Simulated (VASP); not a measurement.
**CuI: single point with PBE**

Crystal: CuI.

```
Cu I
1.0
     0.00000    3.19091    3.19091
     3.19091    0.00000    3.19091
     3.19091    3.19091    0.00000
Cu I
1 1
Direct
  0.75000 0.75000 0.75000
  0.00000 0.00000 0.00000
```

```
Program                : VASP 6.6.1
Task                   : single point
Functional             : PBE
Potentials or basis    : VASP PAW PBE potentials, release 64 (Cu, I)
Cutoff                 : 520 eV
k mesh                 : 8 × 8 × 8
Occupations            : gaussian, width 0.05 eV
Spin                   : no spin polarisation
Dipole correction      : no
Further INCAR settings : ALGO = Normal; EDIFF = 1e-07; NBANDS = 16
```

```yaml
Pressure: -3.8 GPa
Band_gap_on_the_k_mesh: 0.80 eV, direct
```

Levels at points of the mesh, in eV from the valence-band top:
```csv
k point,band 6,band 7,band 8,band 9,band 10,band 11,band 12,band 13
"(0.00, 0.00, 0.00)",-1.31,0.00,0.00,0.00,0.80,5.01,5.01,5.01
"(0.50, 0.00, 0.00)",-1.29,-1.25,-0.50,-0.50,2.03,5.49,5.49,6.98
"(0.50, 0.50, 0.00)",-1.27,-1.24,-1.04,-1.04,2.90,3.01,8.26,8.99
```

Wall time 16 s on 1 thread of Intel(R) Xeon(R) 6975P-C (Granite Rapids), on a shared host, peak memory 0.21 GiB.

Caveat: spin-orbit coupling is left out, which moves the levels of the heavy elements. Expect the measured gap to be larger: semilocal functionals such as PBE lack the derivative discontinuity.
